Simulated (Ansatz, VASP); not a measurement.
Zr in VASP and in Ansatz

```
Zr
1.0
     3.23187    0.00000    0.00000
    -1.61594    2.79889    0.00000
     0.00000    0.00000    5.17219
Zr
2
Cartesian
  0.0000 1.8659 1.2930
  1.6159 0.9330 3.8791
```

Alike in both runs: functional PBE; k mesh 14 × 14 × 8; occupations fermi-dirac, width 0.05 eV; no spin polarisation.

Ansatz relaxed the structure, and its values are those at the end. VASP's run is a single point on that final structure, the one shown.

```csv
,VASP,Ansatz
version,VASP 6.6.1,Ansatz 0.2.0
potentials or method,"VASP PAW PBE potentials, release 64 (Zr_sv)","PAW with Ansatz's default frozen-core files, scalar-relativistic"
plane-wave cutoff (eV),520,420
valence electrons in the cell,24,24
```

|  | VASP | Ansatz | Ansatz less VASP |
| --- | --- | --- | --- |
| pressure (GPa) | 0.0 | 0.0 | -0.01 |

With one functional, cell and mesh, what is left measures potentials, basis and numerics.
